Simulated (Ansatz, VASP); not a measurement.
# Al5Co2Ni3: VASP beside Ansatz

```
Al Co Ni
1.0
     2.86951   -0.00007    0.00022
    -0.00007    2.86838    0.00027
     0.00127    0.00149   14.47968
Al Co Ni
5 2 3
Direct
  0.50004 0.50000 0.89919
  0.50005 0.49997 0.10084
  0.49999 0.49998 0.30301
  0.49998 0.50001 0.49997
  0.49994 0.50005 0.69698
  0.99999 0.99996 0.40125
  0.99995 0.00005 0.59870
  0.99997 0.00003 0.79714
  0.00007 0.99996 0.00003
  0.00002 0.99998 0.20289
```

Change from the starting cell: cell x1, atoms moved at random (sigma 0.15 Å) and cell strained at random (1.5 %), then relaxed without symmetry.

Alike in both runs: functional PBE; k mesh 8 × 8 × 2; occupations gaussian, width 0.2 eV; no spin polarisation.

Ansatz relaxed the structure, and its values are those at the end. VASP's run is a single point on that final structure, the one shown.

|  | VASP | Ansatz |
| --- | --- | --- |
| version | VASP 6.6.1 | Ansatz 0.2.0 |
| potentials or method | VASP PAW PBE potentials, release 64 (Al, Co, Ni), cutoff 520 eV | scalar-relativistic, plane waves, PAW |
| valence electrons in the cell | 63 | 103 |

|  | VASP | Ansatz | Ansatz less VASP |
| --- | --- | --- | --- |
| gap on the k mesh at the Fermi level (eV) | none | none | - |
| pressure (GPa) | 0.0 | 0.0 | -0.06 |

A gap of «none» marks a metal or a gap that the smearing closes. VASP's potentials hold 63 valence electrons a cell and Ansatz's 103, so a difference there can come from the potentials and not from the codes.
